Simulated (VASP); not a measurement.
A run of VASP 6.6.1 is set up as follows.

Contents of INCAR:

```
SYSTEM = Cu
  ALGO = Normal
  EDIFF = 1E-7
  ENCUT = 520
  GGA = PS
  ISIF = 2
  ISMEAR = 1
  IVDW = 12
  LASPH = .True.
  LCHARG = .False.
  LREAL = .False.
  LWAVE = .False.
  NBANDS = 12
  NELM = 100
  PREC = Accurate
  SIGMA = 0.05
```

File KPOINTS:

```
k-points
0
Gamma
  11 11 11
  0 0 0
```

POSCAR

```
Cu
1.0
    0.0000000000      1.7543279721      1.7543279721
    1.7543279721      0.0000000000      1.7543279721
    1.7543279721      1.7543279721      0.0000000000
Cu
1
Direct
    0.0000000000      0.0000000000      0.0000000000
```

Potentials or basis: VASP PAW PBE potentials, release 64 (Cu).

Command:

```console
$ cat potpaw_PBE.64/Cu/POTCAR > POTCAR
$ mpirun -np 1 vasp_std > vasp.out
```

(1) What does it give for the pressure?

(2) Predict the dispersion energy per atom.

## Answers

(1) 0.7 GPa.

(2) -0.574 eV.

Caveat: the PAW data sets were made with another functional, which shifts forces and pressure a little; pairwise dispersion overbinds metals, which lowers pressure and volume.
